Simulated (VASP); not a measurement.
# Nd4O (P-43m) in VASP: vibrations by perturbation theory with PBE

Aim: the vibrations by perturbation theory of Nd4O with PBE.

Program: VASP 6.6.1. These are calculated values, not measurements. Logs are shortened: lines on timing, memory, paths and dates and some standing lists are left out, and cuts for length are marked.

## (1) The cell of the first run

The structure is cubic, space group P-43m (No. 215). The conventional cell has a = 5.447 Å, b = 5.447 Å, c = 5.447 Å, α = 90.00°, β = 90.00°, γ = 90.00°. Nd (site symmetry 3m) has 1 O at 2.28 Å within 3.0 Å. O (site symmetry -43m) has 4 Nd at 2.28 Å within 3.0 Å.

## (2) Vibrations by perturbation theory, PBE

INCAR reads:

```
ALGO = Normal
EDIFF = 1E-8
ENCUT = 600
GGA = PE
GGA_COMPAT = False
IBRION = 8
ISIF = 2
ISMEAR = -1
KPAR = 4
LASPH = True
LCHARG = True
LMAXMIX = 6
LREAL = False
LWAVE = False
NBANDS = 33
NELM = 200
NSW = 1
PREC = Accurate
SIGMA = 0.15
```

KPOINTS reads:

```
k-points
0
Gamma
  8 8 8
```

POSCAR reads:

```
Nd4O
1.0
    5.4472871579      0.0000000000      0.0000000000
    0.0000000000      5.4472871579      0.0000000000
    0.0000000000      0.0000000000      5.4472871579
Nd O
4 1
Direct
    0.2421160708      0.2421160708      0.2421160708
    0.7578839292      0.7578839292      0.2421160708
    0.7578839292      0.2421160708      0.7578839292
    0.2421160708      0.7578839292      0.7578839292
    0.0000000000      0.0000000000      0.0000000000
```

Potentials or basis: VASP PAW PBE potentials, release 64 (Nd_3, O), 4f in core.

Launch:

```sh
cat potpaw_PBE.64/Nd_3/POTCAR potpaw_PBE.64/O/POTCAR > POTCAR
mpirun -np 4 vasp_std > vasp.out
```

OUTCAR:

```text
EDIFF = 1E-8
   ENCUT = 600
   GGA = PE
   IBRION = 8
   ISIF = 2
   ISMEAR = -1
   LASPH = True
   LREAL = False
   NELM = 200
   NSW = 1
   PREC = Accurate

 ion  position               nearest neighbor table
   1  0.242  0.242  0.242-   5 2.28   3 3.73   4 3.73   2 3.73
   2  0.758  0.758  0.242-   5 2.28   3 3.73   4 3.73   1 3.73
   3  0.758  0.242  0.758-   5 2.28   2 3.73   4 3.73   1 3.73
   4  0.242  0.758  0.758-   5 2.28   2 3.73   3 3.73   1 3.73
   5  0.000  0.000  0.000-   1 2.28   2 2.28   3 2.28   4 2.28

  LATTYP: Found a simple cubic cell.
 ALAT       =     5.4472871579

  Lattice vectors:

 A1 = (   5.4472871579,   0.0000000000,   0.0000000000)
 A2 = (   0.0000000000,   5.4472871579,   0.0000000000)
 A3 = (   0.0000000000,   0.0000000000,   5.4472871579)

Analysis of symmetry for initial positions (statically):
=====================================================================
 Subroutine PRICEL returns:
 Original cell was already a primitive cell.

 Routine SETGRP: Setting up the symmetry group for a
 simple cubic supercell.

 Subroutine GETGRP returns: Found 24 space group operations
 (whereof 24 operations were pure point group operations)
 out of a pool of 48 trial point group operations.

The static configuration has the point symmetry T_d .

Analysis of symmetry for dynamics (positions and initial velocities):
=====================================================================
 Subroutine PRICEL returns:
 Original cell was already a primitive cell.

 Routine SETGRP: Setting up the symmetry group for a
 simple cubic supercell.

 Subroutine GETGRP returns: Found 24 space group operations
 (whereof 24 operations were pure point group operations)
 out of a pool of 48 trial point group operations.

The dynamic configuration has the point symmetry T_d .

 Subroutine INISYM returns: Found 24 space group operations
 (whereof 24 operations are pure point group operations),
 and found     1 'primitive' translations

----------------------------------------------------------------------------------------

                                     Primitive cell

  volume of cell :     161.6370

  direct lattice vectors                    reciprocal lattice vectors
     5.447287158  0.000000000  0.000000000     0.183577618  0.000000000  0.000000000
     0.000000000  5.447287158  0.000000000     0.000000000  0.183577618  0.000000000
     0.000000000  0.000000000  5.447287158     0.000000000  0.000000000  0.183577618

  length of vectors
     5.447287158  5.447287158  5.447287158     0.183577618  0.183577618  0.183577618

  position of ions in fractional coordinates (direct lattice)
     0.242116071  0.242116071  0.242116071
     0.757883929  0.757883929  0.242116071
     0.757883929  0.242116071  0.757883929
[... 145 lines left out ...]
      5     -18.4119      2.00000
      6     -16.4513      2.00000
[... 853 lines left out ...]
     32       5.0309      0.00000
     33       5.1793      0.00000

 [... further k-points ...]

------------------------ aborting loop because EDIFF is reached ----------------------------------------

  FORCE on cell =-STRESS in cart. coord.  units (eV):
  Direction    XX          YY          ZZ          XY          YZ          ZX
  --------------------------------------------------------------------------------------
  -------------------------------------------------------------------------------------
  Total        0.2289345      0.2289345      0.2289345      0.0000000      0.0000000     -0.0000000
  in kB        2.2692427      2.2692427      2.2692427      0.0000000      0.0000000     -0.0000000
  external PRESSURE =       2.2692427 kB  Pullay stress =       0.0000000 kB

 VOLUME and BASIS-vectors are now :
 -----------------------------------------------------------------------------
  energy-cutoff  :      600.00
  volume of cell :      161.64
      direct lattice vectors                 reciprocal lattice vectors
     5.447287158  0.000000000  0.000000000     0.183577618  0.000000000  0.000000000
     0.000000000  5.447287158  0.000000000     0.000000000  0.183577618  0.000000000
     0.000000000  0.000000000  5.447287158     0.000000000  0.000000000  0.183577618

 POSITION                                       TOTAL-FORCE (eV/Angst)
 -----------------------------------------------------------------------------------
      1.31888      1.31888      1.31888         0.020349      0.020349      0.020349
      4.12841      4.12841      1.31888        -0.020349     -0.020349      0.020349
      4.12841      1.31888      4.12841        -0.020349      0.020349     -0.020349
      1.31888      4.12841      4.12841         0.020349     -0.020349     -0.020349
      0.00000      0.00000      0.00000         0.000000      0.000000      0.000000
 -----------------------------------------------------------------------------------
    total drift:                                0.000000      0.000000     -0.000000

  FREE ENERGIE OF THE ION-ELECTRON SYSTEM (eV)
  ---------------------------------------------------
  free  energy   TOTEN  =       -29.1352068608 eV

  energy  without entropy=      -28.6826218319  energy(sigma->0) =      -28.90891435

[... ionic steps 2 to 15 ...]

--------------------------------------- Ionic step       16  -------------------------------------------

 Free energy of the ion-electron system (eV)
  ---------------------------------------------------
  ---------------------------------------------------
  free energy    TOTEN  =        -0.37539740 eV

  energy without entropy =       -0.37539739

------------------------ aborting loop because EDIFF is reached ----------------------------------------

 INTERNAL STRAIN TENSOR  FOR ION    5  DIRECTION 1   (eV/Angst):
 -----------------------------------------------------------------------------
     0.00325  0.00000  0.00000
    -0.00000 -0.00048  6.07864
     0.00000  6.07864 -0.00048

 INTERNAL STRAIN TENSOR FOR ION    5 for displacements in x,y,z  (eV/Angst):
          X           Y           Z          XY          YZ          ZX
  --------------------------------------------------------------------------------
  x    -0.00000    -0.00000    -0.00000     0.00000     6.07864     0.00000
  y    -0.00000    -0.00000    -0.00000    -0.00000     0.00000     6.07864
  z    -0.00000    -0.00000    -0.00000     6.07864     0.00000     0.00000

 SECOND DERIVATIVES (NOT SYMMETRIZED)
 ------------------------------------
               1X          1Y          1Z          2X          2Y          2Z          3X          3Y          3Z          4X          4Y          4Z          5X          5Y          5Z
  1X    -5.525681   -2.220103   -2.220103    1.624017    0.944796   -0.402249    1.624017   -0.402249    0.944796    0.284078    0.400117    0.400117    1.993570    1.277439    1.277439
  1Y    -2.220103   -5.525681   -2.220103    0.944796    1.624017   -0.402249    0.400117    0.284078    0.400117   -0.402249    1.624017    0.944796    1.277439    1.993570    1.277439
  1Z    -2.220103   -2.220103   -5.525681    0.400117    0.400117    0.284078    0.944796   -0.402249    1.624017   -0.402249    0.944796    1.624017    1.277439    1.277439    1.993570
  2X     1.624017    0.944796    0.402249   -5.525681   -2.220103    2.220103    0.284078    0.400117   -0.400117    1.624017   -0.402249   -0.944796    1.993570    1.277439   -1.277439
  2Y     0.944796    1.624017    0.402249   -2.220103   -5.525681    2.220103   -0.402249    1.624017   -0.944796    0.400117    0.284078   -0.400117    1.277439    1.993570   -1.277439
  2Z    -0.400117   -0.400117    0.284078    2.220103    2.220103   -5.525681    0.402249   -0.944796    1.624017   -0.944796    0.402249    1.624017   -1.277439   -1.277439    1.993570
  3X     1.624017    0.402249    0.944796    0.284078   -0.400117    0.400117   -5.525681    2.220103   -2.220103    1.624017   -0.944796   -0.402249    1.993570   -1.277439    1.277439
  3Y    -0.400117    0.284078   -0.400117    0.402249    1.624017   -0.944796    2.220103   -5.525681    2.220103   -0.944796    1.624017    0.402249   -1.277439    1.993570   -1.277439
  3Z     0.944796    0.402249    1.624017   -0.402249   -0.944796    1.624017   -2.220103    2.220103   -5.525681    0.400117   -0.400117    0.284078    1.277439   -1.277439    1.993570
  4X     0.284078   -0.400117   -0.400117    1.624017    0.402249   -0.944796    1.624017   -0.944796    0.402249   -5.525681    2.220103    2.220103    1.993570   -1.277439   -1.277439
  4Y     0.402249    1.624017    0.944796   -0.400117    0.284078    0.400117   -0.944796    1.624017   -0.402249    2.220103   -5.525681   -2.220103   -1.277439    1.993570    1.277439
  4Z     0.402249    0.944796    1.624017   -0.944796   -0.402249    1.624017   -0.400117    0.400117    0.284078    2.220103   -2.220103   -5.525681   -1.277439    1.277439    1.993570
  5X     1.983359    1.272176    1.272176    1.983359    1.272176   -1.272176    1.983359   -1.272176    1.272176    1.983359   -1.272176   -1.272176   -7.933437    0.000000   -0.000000
  5Y     1.272176    1.983359    1.272176    1.272176    1.983359   -1.272176   -1.272176    1.983359   -1.272176   -1.272176    1.983359    1.272176    0.000000   -7.933437   -0.000000
  5Z     1.272176    1.272176    1.983359   -1.272176   -1.272176    1.983359    1.272176   -1.272176    1.983359   -1.272176    1.272176    1.983359   -0.000000    0.000000   -7.933437

 Eigenvectors and eigenvalues of the dynamical matrix
 ----------------------------------------------------

   1 f  =   11.296080 THz    70.975361 2PiTHz  376.796658 cm-1    46.716810 meV
             X         Y         Z           dx          dy          dz
      1.318876  1.318876  1.318876    -0.080187   -0.055529   -0.055977
      4.128411  4.128411  1.318876    -0.080187   -0.055529    0.055977
      4.128411  1.318876  4.128411    -0.082297    0.058535   -0.058087
      1.318876  4.128411  4.128411    -0.082297    0.058535    0.058087
      0.000000  0.000000  0.000000     0.973260   -0.018010    0.000000
[... 105 lines left out ...]
  15 f/i=    0.005057 THz     0.031771 2PiTHz    0.168668 cm-1     0.020912 meV
             X         Y         Z           dx          dy          dz
      1.318876  1.318876  1.318876    -0.147333    0.067435   -0.465838
      4.128411  4.128411  1.318876    -0.146936    0.067831   -0.465770
      4.128411  1.318876  4.128411    -0.147390    0.067957   -0.465895
      1.318876  4.128411  4.128411    -0.146994    0.067560   -0.465712
      0.000000  0.000000  0.000000    -0.049167    0.022617   -0.155623

--------------------------------------------------------------------------------------------------------

 ELASTIC MODULI CONTR FROM IONIC RELAXATION (kBar)
 Direction    XX          YY          ZZ          XY          YZ          ZX
 --------------------------------------------------------------------------------
 XX        -130.2436   -129.6290   -129.6290      0.0000      0.0000     -0.0000
 YY        -129.6290   -130.2436   -129.6290      0.0000      0.0000      0.0000
 ZZ        -129.6290   -129.6290   -130.2436      0.0000      0.0000     -0.0000
 XY           0.0000      0.0000      0.0000   -116.8027      0.0000      0.0000
 YZ           0.0000      0.0000      0.0000     -0.0000   -116.8027      0.0000
 ZX          -0.0000     -0.0000     -0.0000      0.0000      0.0000   -116.8027
 --------------------------------------------------------------------------------
```

Wall time 11 min (4 MPI ranks of AMD EPYC 9R45 (Zen 5), shared host); peak memory 1.8 GiB.

Results:

| Quantity | Value |
| --- | --- |
| Highest phonon frequency at Γ, LO-TO splitting left out | 377 cm⁻¹ |

Phonon frequencies in cm⁻¹ (negative: imaginary):
```csv
q point,frequencies
"(0.000, 0.000, 0.000)",0 0 0 81 81 81 92 92 110 110 110 176 377 377 377
```

Caveat: spin-orbit coupling is left out, which moves the levels of the heavy elements; the 4f electrons are frozen in the core, so they carry no moment and show no levels; the run has no spin polarisation, though such a crystal can be magnetic. Spin polarisation is off, so any magnetic state and its effect on volume and gap are missing.
